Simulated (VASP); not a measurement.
# As: single point with LDA

The system is As.

```
As
1.0
     1.88080    1.08588    3.51406
    -1.88080    1.08588    3.51406
     0.00000   -2.17176    3.51406
As
2
Direct
  0.77400 0.77400 0.77400
  0.22600 0.22600 0.22600
```

| Property | Result |
| --- | --- |
| Program | VASP 6.6.1 |
| Task | single point |
| Functional | LDA |
| Potentials or basis | VASP PAW LDA potentials, release 64 (As_d) |
| Cutoff | 600 eV |
| k mesh | 6 × 6 × 6 |
| Occupations | gaussian, width 0.1 eV |
| Spin | no spin polarisation |

* Pressure: -1.3 GPa
* Largest force: 0.195 eV/Å
* Band gap on the k mesh: zero (band 15 reaches 3.72 eV, above the bottom of band 16 at 3.37 eV)

Forces in eV/Å, atoms in the order of the input:
```
As   0.000  0.000 -0.195
As   0.000  0.000  0.195
```

Stress tensor (GPa, compression positive):
```
-0.89  0.00  0.00
 0.00 -0.89  0.00
 0.00  0.00 -2.09
```

Levels at points of the mesh, in eV from the Fermi level:
| k point | band 12 | band 13 | band 14 | band 15 | band 16 | band 17 | band 18 | band 19 |
| --- | --- | --- | --- | --- | --- | --- | --- | --- |
| (0.00, 0.00, 0.00) | -5.86 | -2.46 | -2.00 | -2.00 | 1.61 | 2.90 | 2.90 | 6.95 |
| (0.50, 0.00, 0.00) | -11.10 | -2.82 | -2.77 | -0.37 | -0.34 | 0.38 | 1.42 | 8.93 |
| (0.50, 0.50, 0.00) | -9.74 | -5.95 | -4.17 | -4.10 | 1.44 | 5.44 | 6.87 | 7.23 |
| (0.50, 0.50, 0.50) | -9.97 | -1.74 | -1.74 | -0.68 | 0.79 | 0.79 | 1.85 | 7.97 |

It took 22 s on 1 thread of Intel(R) Xeon(R) Platinum 8375C CPU @ 2.90GHz (Ice Lake) (shared host), peak memory 0.18 GiB.
